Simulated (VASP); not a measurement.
# Sr (P6/mmm) in VASP: further runs

Runs on Sr. Level: revPBE. Tasks: single point, relaxation of cell and atoms.

Program: VASP 6.6.1. These are calculated values, not measurements. Logs are shortened: lines on timing, memory, paths and dates and some standing lists are left out, and cuts for length are marked.

## 1. The cell of the first run

It takes space group P6/mmm (No. 191, hexagonal). The conventional cell has a = 6.955 Å, b = 6.955 Å, c = 4.167 Å, α = 90.00°, β = 90.00°, γ = 120.00°. Sr (site symmetry 6/mmm) has 14 Sr at 4.17 to 4.52 Å within 5.5 Å. Within 5.3 Å of Sr (site symmetry -6m2) lie 11 Sr at 4.02 to 4.52 Å.

This isn't the form of Sr at room conditions, which is fcc.

## 2. Single point, revPBE

Input file INCAR:

```
SYSTEM = Sr
ALGO = Normal
EDIFF = 1E-6
ENCUT = 520
GGA = RE
ISIF = 2
ISMEAR = -1
LASPH = .TRUE.
LCHARG = .TRUE.
LELF = .TRUE.
LREAL = .FALSE.
LVHAR = .TRUE.
LWAVE = .FALSE.
NBANDS = 22
NELM = 80
PREC = Accurate
SIGMA = 0.1
```

Input file KPOINTS:

```
k-points
0
G
  7 7 10
  0 0 0
```

Input file POSCAR:

```
Sr
1.0
    6.9545946380      0.0000000000      0.0000000000
   -3.4772973190      6.0228556296      0.0000000000
    0.0000000000      0.0000000000      4.1669360995
Sr
3
Direct
    0.0000000000      1.0000000000      0.0000000000
    0.3333333333      0.6666666667      0.5000000000
    0.6666666667      0.3333333333      0.5000000000
```

Potentials or basis: VASP PAW PBE potentials, release 64 (Sr_sv).

Command:

```
cat potpaw_PBE.64/Sr_sv/POTCAR > POTCAR
mpirun -np 1 vasp_std > vasp.out
```

OUTCAR:

```text
SYSTEM = Sr
   EDIFF = 1E-6
   ENCUT = 520
   GGA = RE
   ISIF = 2
   ISMEAR = -1
   LASPH = .TRUE.
   LREAL = .FALSE.
   NELM = 80
   PREC = Accurate

 ion  position               nearest neighbor table
   1  0.000  0.000  0.000-   2 4.52   3 4.52   2 4.52   3 4.52   3 4.52   3 4.52   2 4.52   2 4.52
                             3 4.52   3 4.52   2 4.52   2 4.52
   2  0.333  0.667  0.500-   3 4.02   3 4.02   3 4.02   1 4.52   1 4.52   1 4.52   1 4.52   1 4.52
                             1 4.52
   3  0.667  0.333  0.500-   2 4.02   2 4.02   2 4.02   1 4.52   1 4.52   1 4.52   1 4.52   1 4.52
                             1 4.52

  LATTYP: Found a hexagonal cell.
 ALAT       =     6.9545946380
 C/A-ratio  =     0.5991630449

  Lattice vectors:

 A1 = (   6.9545946380,   0.0000000000,   0.0000000000)
 A2 = (  -3.4772973190,   6.0228556296,   0.0000000000)
 A3 = (   0.0000000000,   0.0000000000,   4.1669360995)

Analysis of symmetry for initial positions (statically):
=====================================================================
 Subroutine PRICEL returns:
 Original cell was already a primitive cell.

 Routine SETGRP: Setting up the symmetry group for a
 hexagonal supercell.

 Subroutine GETGRP returns: Found 24 space group operations
 (whereof 24 operations were pure point group operations)
 out of a pool of 24 trial point group operations.

The static configuration has the point symmetry D_6h.

Analysis of symmetry for dynamics (positions and initial velocities):
=====================================================================
 Subroutine PRICEL returns:
 Original cell was already a primitive cell.

 Routine SETGRP: Setting up the symmetry group for a
 hexagonal supercell.

 Subroutine GETGRP returns: Found 24 space group operations
 (whereof 24 operations were pure point group operations)
 out of a pool of 24 trial point group operations.

The dynamic configuration has the point symmetry D_6h.

 Subroutine INISYM returns: Found 24 space group operations
 (whereof 24 operations are pure point group operations),
 and found     1 'primitive' translations

----------------------------------------------------------------------------------------

                                     Primitive cell

  volume of cell :     174.5385

  direct lattice vectors                    reciprocal lattice vectors
     6.954594638  0.000000000  0.000000000     0.143789833  0.083017099  0.000000000
    -3.477297319  6.022855630  0.000000000     0.000000000  0.166034197  0.000000000
     0.000000000  0.000000000  4.166936099     0.000000000  0.000000000  0.239984482

  length of vectors
     6.954594638  6.954594638  4.166936099     0.166034197  0.166034197  0.239984482

  position of ions in fractional coordinates (direct lattice)
     0.000000000  0.000000000  0.000000000
     0.333333333  0.666666667  0.500000000
     0.666666667  0.333333333  0.500000000

  ion indices of the primitive-cell ions
   primitive index   ion index
                 1           1
                 2           2
                 3           3

----------------------------------------------------------------------------------------

 KPOINTS: k-points

Automatic generation of k-mesh.
 Grid dimensions read from file:
 generate k-points for:    7    7   10

 Generating k-lattice:

  Cartesian coordinates                     Fractional coordinates (reciprocal lattice)
     0.020541405  0.011859586  0.000000000     0.142857143  0.000000000  0.000000000
     0.000000000  0.023719171  0.000000000     0.000000000  0.142857143  0.000000000
     0.000000000  0.000000000  0.023998448     0.000000000  0.000000000  0.100000000

  Length of vectors
     0.023719171  0.023719171  0.023998448

  Shift w.r.t. Gamma in fractional coordinates (k-lattice)
     0.000000000  0.000000000  0.000000000

 Subroutine IBZKPT returns following result:
 ===========================================

 Found     48 irreducible k-points:

 Following reciprocal coordinates:
            Coordinates               Weight
  0.000000  0.000000  0.000000      1.000000
  0.142857  0.000000  0.000000      6.000000
  0.285714 -0.000000  0.000000      6.000000
  0.428571  0.000000  0.000000      6.000000
  0.142857  0.142857  0.000000      6.000000
  0.285714  0.142857  0.000000     12.000000
[... 16 lines left out ...]
  0.428571  0.142857  0.200000     12.000000
  0.285714  0.285714  0.200000     12.000000
 [... further k-points ...]
   k-points           NKPTS =     48   k-points in BZ     NKDIM =     48   number of bands    NBANDS=     22
   number of dos      NEDOS =    301   number of ions     NIONS =      3
   total plane-waves  NPLWV =  93312
   dimension x,y,z NGX =    54 NGY =   54 NGZ =   32
   dimension x,y,z NGXF=   108 NGYF=  108 NGZF=   64
   ions per type =               3
   NGX,Y,Z   is equivalent  to a cutoff of  12.91, 12.91, 12.77 a.u.
   NGXF,Y,Z  is equivalent  to a cutoff of  25.82, 25.82, 25.53 a.u.
 SYSTEM =  Sr
   PREC   = accura    normal or accurate (medium, high low for compatibility)
   ISTART =      0    job   : 0-new  1-cont  2-samecut
   ICHARG =      2    charge: 1-file 2-atom 10-const
   ISPIN  =      1    spin polarized calculation?
   LNONCOLLINEAR =      F non collinear calculations
   LSORBIT =      F    spin-orbit coupling
   LASPH  =      T    aspherical Exc in radial PAW
   ENCUT  =  520.0 eV  38.22 Ry    6.18 a.u.  12.93 12.93  7.75*2*pi/ulx,y,z
   NELM   =     80;   NELMIN=  2; NELMDL= -5     # of ELM steps
   EDIFF  = 0.1E-05   stopping-criterion for ELM
   LREAL  =      F    real-space projection
   EDIFFG = 0.1E-04   stopping-criterion for IOM
   NSW    =      0    number of steps for IOM
   IBRION =     -1    ionic relax: 0-MD 1-quasi-New 2-CG
   NFREE  =      0    steps in history (QN), initial steepest desc. (CG)
   ISIF   =      2    stress and relaxation
   ISYM   =      2    0-nonsym 1-usesym 2-fastsym
   POTIM  = 0.5000    time-step for ionic-motion
   TEBEG  =    0.0;   TEEND  =   0.0 temperature during run
   PSTRESS=    0.0 pullay stress
   NELECT =      30.0000    total number of electrons
   NUPDOWN=      -1.0000    fix difference up-down
   EMIN   =  10.00;   EMAX   =-10.00  energy-range for DOS
   EFERMI =   0.00;   METHOD = LEGACY
   ISMEAR =    -1;   SIGMA  =   0.10  broadening in eV -4-tet -1-fermi 0-gaus
   EFERMI_NEDOS =   21; number of points for ismear=-14 and -15
   IALGO  =     38    algorithm
   IMIX   =      4    mixing-type and parameters
     AMIX     =   0.40;   BMIX     =  1.00
     AMIX_MAG =   1.60;   BMIX_MAG =  1.00
  volume/ion in A,a.u.               =      58.18       392.61
  Fermi-wavevector in a.u.,A,eV,Ry     =   0.910231  1.720087 11.272701  0.828520
  Thomas-Fermi vector in A             =   2.034369
   LORBIT       =      0    0 simple, 1 ext, 2 COOP (PROOUT), +10 PAW based schemes
   GGA     = RE    functional components
   LHFCALC =     F    Hartree Fock is set to
   AEXX    =    0.0000 exact exchange contribution
   IVDW    =     0    specifies the selected vdW correction
   LEPSILON=     F    determine dielectric tensor
   LRPA    =     F    only Hartree local field effects (RPA)
 non-spin polarized calculation
  energy-cutoff  :      520.00
  volume of cell :      174.54
 maximum number of plane-waves:      4726
 NGX is ok and might be reduce to    54
   NGX = 25   NGY = 25   NGZ = 15

 number of electron      30.0000001 magnetization

 Free energy of the ion-electron system (eV)
  ---------------------------------------------------
  ext. energy  EPLUGINS =         0.00000000
  ---------------------------------------------------
  free energy    TOTEN  =        -4.36750479 eV

  energy without entropy =       -4.19953641  energy(sigma->0) =       -4.28352060

 E-fermi :   1.4603     XC(G=0):  -7.0954

 val. band max:        1.4598036118   @ k =   0.2857   0.1429   0.5000
 cond. band min:       1.4616064008   @ k =   0.2857  -0.0000   0.4000
 fundamental gap:      0.0018027890
 Fermi energy:         1.4603272046

 k-point     1 :       0.0000    0.0000    0.0000
  band No.  band energies     occupation
      1     -35.3371      2.00000
      2     -35.3214      2.00000
      3     -35.2501      2.00000
      4     -17.3771      2.00000
      5     -17.3771      2.00000
      6     -17.2787      2.00000
[... 14 lines left out ...]
     21       4.1062      0.00000
     22       4.1062      0.00000

 k-point     2 :       0.1429    0.0000    0.0000
  band No.  band energies     occupation
      1     -35.3364      2.00000
      2     -35.3221      2.00000
      3     -35.2502      2.00000
      4     -17.3818      2.00000
      5     -17.3753      2.00000
      6     -17.2739      2.00000
[... 14 lines left out ...]
     21       3.9181      0.00000
     22       4.1937      0.00000

 k-point     3 :       0.2857   -0.0000    0.0000
  band No.  band energies     occupation
      1     -35.3345      2.00000
      2     -35.3240      2.00000
      3     -35.2502      2.00000
      4     -17.3909      2.00000
      5     -17.3663      2.00000
      6     -17.2724      2.00000
[... 14 lines left out ...]
     21       3.4722      0.00000
     22       4.1732      0.00000

 k-point     4 :       0.4286    0.0000    0.0000
  band No.  band energies     occupation
      1     -35.3323      2.00000
      2     -35.3262      2.00000
      3     -35.2503      2.00000
      4     -17.3973      2.00000
      5     -17.3507      2.00000
      6     -17.2876      2.00000
[... 14 lines left out ...]
     21       3.2275      0.00000
     22       4.0673      0.00000

 k-point     5 :       0.1429    0.1429    0.0000
  band No.  band energies     occupation
      1     -35.3351      2.00000
      2     -35.3234      2.00000
      3     -35.2502      2.00000
      4     -17.3873      2.00000
      5     -17.3708      2.00000
      6     -17.2719      2.00000
[... 417 lines left out ...]
 k-point    22 :       0.2857    0.1429    0.2000
  band No.  band energies     occupation
      1     -35.3307      2.00000
      2     -35.3234      2.00000
      3     -35.2481      2.00000
      4     -17.3869      2.00000
      5     -17.3510      2.00000
      6     -17.2914      2.00000
[... 14 lines left out ...]
     21       3.3459      0.00000
     22       3.5212      0.00000

 k-point    23 :       0.4286    0.1429    0.2000
  band No.  band energies     occupation
      1     -35.3291      2.00000
      2     -35.3250      2.00000
      3     -35.2481      2.00000
      4     -17.3892      2.00000
      5     -17.3407      2.00000
      6     -17.2978      2.00000
[... 14 lines left out ...]
     21       3.2993      0.00000
     22       3.5611      0.00000

 k-point    24 :       0.2857    0.2857    0.2000
  band No.  band energies     occupation
      1     -35.3285      2.00000
      2     -35.3256      2.00000
      3     -35.2481      2.00000
      4     -17.3891      2.00000
      5     -17.3337      2.00000
      6     -17.3061      2.00000
[... 14 lines left out ...]
     21       3.1663      0.00000
     22       3.7011      0.00000

 [... further k-points ...]

------------------------ aborting loop because EDIFF is reached ----------------------------------------

  FORCE on cell =-STRESS in cart. coord.  units (eV):
  Direction    XX          YY          ZZ          XY          YZ          ZX
  --------------------------------------------------------------------------------------
  -------------------------------------------------------------------------------------
  Total        0.0302383      0.0302383      0.0081011      0.0000000     -0.0000000      0.0000000
  in kB        0.2775729      0.2775729      0.0743637      0.0000000     -0.0000000      0.0000000
  external PRESSURE =       0.2098365 kB  Pullay stress =       0.0000000 kB

 VOLUME and BASIS-vectors are now :
 -----------------------------------------------------------------------------
  energy-cutoff  :      520.00
  volume of cell :      174.54
      direct lattice vectors                 reciprocal lattice vectors
     6.954594638  0.000000000  0.000000000     0.143789833  0.083017099  0.000000000
    -3.477297319  6.022855630  0.000000000     0.000000000  0.166034197  0.000000000
     0.000000000  0.000000000  4.166936099     0.000000000  0.000000000  0.239984482

 POSITION                                       TOTAL-FORCE (eV/Angst)
 -----------------------------------------------------------------------------------
      0.00000      0.00000      0.00000        -0.000000      0.000000      0.000000
     -0.00000      4.01524      2.08347        -0.000000      0.000000      0.000000
      3.47730      2.00762      2.08347         0.000000      0.000000     -0.000000
 -----------------------------------------------------------------------------------
    total drift:                                0.000000      0.000000      0.000000

  FREE ENERGIE OF THE ION-ELECTRON SYSTEM (eV)
  ---------------------------------------------------
  free  energy   TOTEN  =        -4.3675047896 eV

  energy  without entropy=       -4.1995364092  energy(sigma->0) =       -4.28352060
```

Wall time 72 s (1 thread of AMD EPYC 9R45 (Zen 5), shared host); peak memory 0.33 GiB.

Results:

| Quantity | Value |
| --- | --- |
| Free energy | -4.3675 eV |
| Pressure | 0.0 GPa |
| Band gap on the k mesh | zero (bands 15 and 16 overlap by 0.22 eV) |

Caveat: the PAW data sets were made with another functional, which shifts forces and pressure a little.

## 3. Relaxation of cell and atoms, revPBE

This run uses another cell than the first one, of 56.32 Å³/atom.

Input file INCAR:

```
SYSTEM = Sr
ALGO = Normal
EDIFF = 1E-7
EDIFFG = -0.01
ENCUT = 600
GGA = RE
IBRION = 2
ISIF = 3
ISMEAR = -1
LASPH = .True.
LCHARG = .False.
LREAL = .False.
LWAVE = .False.
NELM = 60
NSW = 80
PREC = Accurate
SIGMA = 0.1
```

Input file KPOINTS:

```
k-points
0
Gamma
  6 6 8
  0 0 0
```

Input file POSCAR:

```
Sr
1.0
    6.8275133244      0.0000000000      0.0000000000
   -3.4137566622      5.9127999836      0.0000000000
    0.0000000000      0.0000000000      4.1852656678
Sr
3
Direct
    0.0000000000      0.0000000000      0.0000000000
    0.3333333333      0.6666666667      0.5000000000
    0.6666666667      0.3333333333      0.5000000000
```

Potentials or basis: VASP PAW PBE potentials, release 64 (Sr_sv).

Command:

```
cat potpaw_PBE.64/Sr_sv/POTCAR > POTCAR
mpirun -np 1 vasp_std > vasp.out
```

OUTCAR:

```text
SYSTEM = Sr
   EDIFF = 1E-7
   EDIFFG = -0.01
   ENCUT = 600
   GGA = RE
   IBRION = 2
   ISIF = 3
   ISMEAR = -1
   LASPH = .True.
   LREAL = .False.
   NELM = 60
   NSW = 80
   PREC = Accurate

 ion  position               nearest neighbor table
   1  0.000  0.000  0.000-   2 4.46   3 4.46   2 4.46   3 4.46   2 4.46   2 4.46   3 4.46   3 4.46
                             3 4.46   3 4.46   2 4.46   2 4.46
   2  0.333  0.667  0.500-   3 3.94   3 3.94   3 3.94   1 4.46   1 4.46   1 4.46   1 4.46   1 4.46
                             1 4.46
   3  0.667  0.333  0.500-   2 3.94   2 3.94   2 3.94   1 4.46   1 4.46   1 4.46   1 4.46   1 4.46
                             1 4.46

  LATTYP: Found a hexagonal cell.
 ALAT       =     6.8275133244
 C/A-ratio  =     0.6130000000

  Lattice vectors:

[... 372 lines left out ...]
  free energy    TOTEN  =        -4.36678695 eV

  energy without entropy =       -4.19917815  energy(sigma->0) =       -4.28298255

 E-fermi :   1.4506     XC(G=0):  -7.0873

 val. band max:        1.4467542555   @ k =   0.5000  -0.0000   0.5000
 cond. band min:       1.4606588031   @ k =   0.3333  -0.0000   0.5000
 fundamental gap:      0.0139045476
 Fermi energy:         1.4505858046

 k-point     1 :       0.0000    0.0000    0.0000
  band No.  band energies     occupation
      1     -35.3521      2.00000
      2     -35.3366      2.00000
      3     -35.2644      2.00000
      4     -17.3910      2.00000
      5     -17.3910      2.00000
      6     -17.2932      2.00000
[... 505 lines left out ...]
      6     -17.3652      2.00000
[... 11 lines left out ...]
     18       2.0522      0.00487
     19       2.5168      0.00005

 [... further k-points ...]

------------------------ aborting loop because EDIFF is reached ----------------------------------------

  FORCE on cell =-STRESS in cart. coord.  units (eV):
  Direction    XX          YY          ZZ          XY          YZ          ZX
  --------------------------------------------------------------------------------------
  -------------------------------------------------------------------------------------
  Total       -0.0021765     -0.0021765      0.0002026     -0.0000000      0.0000000      0.0000000
  in kB       -0.0199255     -0.0199255      0.0018545     -0.0000000      0.0000000      0.0000000
  external PRESSURE =      -0.0126655 kB  Pullay stress =       0.0000000 kB
[... 18 lines left out ...]
  FREE ENERGIE OF THE ION-ELECTRON SYSTEM (eV)
  ---------------------------------------------------
  free  energy   TOTEN  =        -4.3667869476 eV

  energy  without entropy=       -4.1991781527  energy(sigma->0) =       -4.28298255

 reached required accuracy - stopping structural energy minimisation
```

CONTCAR:

```text
Sr
   1.00000000000000
     6.9621024728276515    0.0000000000000000    0.0000000000000000
    -3.4810512364138257    6.0293576052116382    0.0000000000000000
    -0.0000000000000000    0.0000000000000000    4.1691798933794795
  Sr
     3
Direct
     0.0000000000000000    0.0000000000000000    0.0000000000000000
     0.3333333332999970    0.6666666667000030    0.5000000000000000
     0.6666666667000030    0.3333333332999970    0.5000000000000000

  0.00000000E+00  0.00000000E+00  0.00000000E+00
  0.00000000E+00  0.00000000E+00  0.00000000E+00
  0.00000000E+00  0.00000000E+00  0.00000000E+00
```

Run time: 5.6 min. Hardware: 1 thread of AMD EPYC 9R45 (Zen 5), shared host; peak memory 0.37 GiB.

What came out:

```
Free energy                           : -4.3668 eV
Relaxed volume                        : 58.34 Å³/atom
Relaxed cell                          : a = 6.962 Å, b = 6.962 Å, c = 4.169 Å, α = 90.00°, β = 90.00°, γ = 120.00°
Space group after relaxing (to 0.1 Å) : P6/mmm (No. 191)
Energy gained by relaxing             : 4.1 meV/atom
Ionic steps                           : 6
Pressure after relaxing               : 0.0 GPa
Band gap on the k mesh                : zero (bands 15 and 16 overlap by 0.22 eV)
```

The path:
| step | energy change (eV) | largest force (eV/Å) | pressure (GPa) | volume (Å³) |
| --- | --- | --- | --- | --- |
| 1 | 0.0000 | 0.0000 | 0.41 | 168.96 |
| 2 | -0.0096 | 0.0000 | 0.16 | 172.51 |
| 3 | -0.0122 | 0.0000 | -0.05 | 175.98 |
| 4 | -0.0122 | 0.0000 | -0.03 | 175.60 |
| 5 | -0.0124 | 0.0000 | -0.02 | 175.32 |
| 6 | -0.0124 | 0.0000 | 0.00 | 175.01 |

Final structure:
```xyz
3
Lattice="6.9621 0.0000 0.0000 -3.4811 6.0294 0.0000 0.0000 0.0000 4.1692" Properties=species:S:1:pos:R:3 pbc="T T T"
Sr    0.0000    0.0000    0.0000
Sr    0.0000    4.0196    2.0846
Sr    3.4811    2.0098    2.0846
```

Caveat: the PAW data sets were made with another functional, which shifts forces and pressure a little.
